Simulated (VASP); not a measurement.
Wanted: the native input for a VASP 6.6.1 run.

| Quantity | Value |
| --- | --- |
| Task | electric field gradients |
| Functional | PBEsol |
| Potentials or basis | VASP PAW PBE potentials, release 64 (P) |
| Cutoff | 520 eV |
| k mesh | 15 × 15 × 11 |
| Occupations | fermi-dirac, width 0.05 eV |
| Spin | no spin polarisation |
| Dipole correction | no |
| Further INCAR settings | ALGO = Normal; EDIFF = 1e-08; NBANDS = 18 |

The structure of P lies in POSCAR:

```
P
1.0
    1.6554500000     -5.1595000000      0.0000000000
    1.6554500000      5.1595000000      0.0000000000
    0.0000000000      0.0000000000      4.3170000000
P
4
Direct
    0.8957285352      0.1042714648      0.0774954079
    0.6042714648      0.3957285352      0.5774954079
    0.1042714648      0.8957285352      0.9225045921
    0.3957285352      0.6042714648      0.4225045921
```

These files were run (other wordings do the same):

INCAR

```
PREC = Accurate ; ENCUT = 520
EDIFF = 1E-8 ; ISMEAR = -1
SIGMA = 0.05 ; LREAL = False
LASPH = True ; NELM = 80
ALGO = Normal ; ISIF = 2
LWAVE = False ; LCHARG = False
GGA = PS ; LEFG = True
NBANDS = 18
```

KPOINTS

```
Automatic mesh
0
Gamma
  15 15 11
```

Potentials or basis: VASP PAW PBE potentials, release 64 (P).

Launch:

```sh
$ cat potpaw_PBE.64/P/POTCAR > POTCAR
$ mpirun -np 1 vasp_std > vasp.out
```

It gave:

```json
{
 "Pressure": "-0.8 GPa",
 "Largest force": "0.030 eV/Å",
 "Band gap on the k mesh": "zero (bands 10 and 11 overlap by 0.30 eV)",
 "Largest electric field gradient by atom": "P -66.9 V/Å²"
}
```

Caveat: without QUAD_EFG the Cq values of the log hold for a quadrupole moment of 1 mb, not for the nuclei; the PAW data sets were made with another functional, which shifts forces and pressure a little.

Run time: 14 min on 1 thread of Intel Xeon 8259CL, with other jobs on the host, peak memory 0.47 GiB.
